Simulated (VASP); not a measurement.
# K3PRu: single point with PBE

The system is K3PRu.

```xyz
5
Lattice="6.0877 0.0000 0.0000 0.0000 6.0877 0.0000 0.0000 0.0000 6.0877" Properties=species:S:1:pos:R:3 pbc="T T T"
K     3.0439    0.0000    0.0000
K     0.0000    3.0439    0.0000
K     0.0000    0.0000    3.0439
P     0.0000    0.0000    0.0000
Ru    3.0439    3.0439    3.0439
```

The cell was generated, and may not be a known phase.

```json
{
  "Program": "VASP 6.6.1",
  "Task": "single point",
  "Functional": "PBE",
  "Potentials or basis": "VASP PAW PBE potentials, release 64 (K_sv, P, Ru_pv)",
  "Cutoff": "520 eV",
  "k mesh": "4 × 4 × 4",
  "Occupations": "gaussian, width 0.1 eV",
  "Spin": "collinear spin, ferromagnetic start",
  "Starting moments": "[0.0, 0.0, 0.0, 0.0, 1.0] μB",
  "Dipole correction": "no",
  "Further INCAR settings": "ALGO = Normal; EDIFF = 1e-06; NBANDS = 35"
}
```

```
Pressure                                              : 0.7 GPa
Band gap on the k mesh                                : zero (filled and empty bands overlap)
Net moment                                            : 4.00 μB per cell
Site moments                                          : K +0.01; P +0.37; Ru +2.63 μB
Valence electrons inside the program's atomic spheres : K 7.57; P 2.48; Ru 12.24
```

Levels at points of the mesh, in eV from the Fermi level:
Spin up:
```csv
k point,band 23,band 24,band 25,band 26,band 27,band 28
"(0.00, 0.00, 0.00)",-0.44,-0.44,-0.44,3.09,3.09,3.09
"(0.50, 0.00, 0.00)",-0.53,-0.45,-0.45,0.71,2.49,2.49
"(0.50, 0.50, 0.00)",-1.31,-1.00,-0.54,1.57,1.57,2.72
"(0.50, 0.50, 0.50)",-1.22,-1.22,-0.86,1.59,1.59,1.59
```
Spin down:
| k point | band 18 | band 19 | band 20 | band 21 | band 22 | band 23 |
| --- | --- | --- | --- | --- | --- | --- |
| (0.00, 0.00, 0.00) | -0.51 | -0.51 | 0.16 | 0.16 | 0.16 | 0.36 |
| (0.50, 0.00, 0.00) | -0.47 | -0.33 | 0.01 | 0.01 | 0.19 | 0.38 |
| (0.50, 0.50, 0.00) | -0.80 | -0.53 | -0.32 | -0.20 | 0.06 | 0.27 |
| (0.50, 0.50, 0.50) | -0.82 | -0.82 | -0.33 | -0.33 | -0.07 | 0.41 |

It took 9.1 min on 1 thread of Oxide Virtual Turin-like Processor, with other jobs on the host, peak memory 0.44 GiB.
